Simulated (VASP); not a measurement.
Runs of VASP 6.6.1 on Si. The structure is that of space group Fm-3m (No. 225), or close to it. The cells are those of the table. This isn't the form of Si at room conditions, which is diamond.

| task | cell | k mesh | gap on the mesh (eV) | pressure (GPa) | relaxed volume (Å³/atom) |
| --- | --- | --- | --- | --- | --- |
| single point | a = 2.740 Å, angles 60.0°, 1 atom | 18 × 18 × 18 | none | 0.0 | - |
| single point | a = 2.334 Å, angles 60.0°, 1 atom | 10 × 10 × 10 | none | 110.0 | - |
| relaxation of cell and atoms | relaxed from a = 2.334 Å, angles 60.0°, 1 atom | 10 × 10 × 10 | none | 0.4 | 14.33 |
| single point | a = 2.730 Å, angles 60.0°, 1 atom | 10 × 10 × 10 | none | 0.0 | - |
| relaxation of cell and atoms | relaxed from a = 2.730 Å, angles 60.0°, 1 atom | 18 × 18 × 18 | none | 0.0 | (a) |

Alike in all rows: level PBE; potentials or basis VASP PAW PBE potentials, release 64 (Si); no spin polarisation; cutoff (eV) 500; smearing gaussian 0.1 eV.

**Question.** Fill in the values left out.

**Answer.** (a) 14.54.

Caveats: the cell stands under pressure (at least some runs); the volume moved by over 15 % at a fixed basis, so the end points are rough (at least some runs).

A gap of «none» marks levels without a gap at the run's occupations.
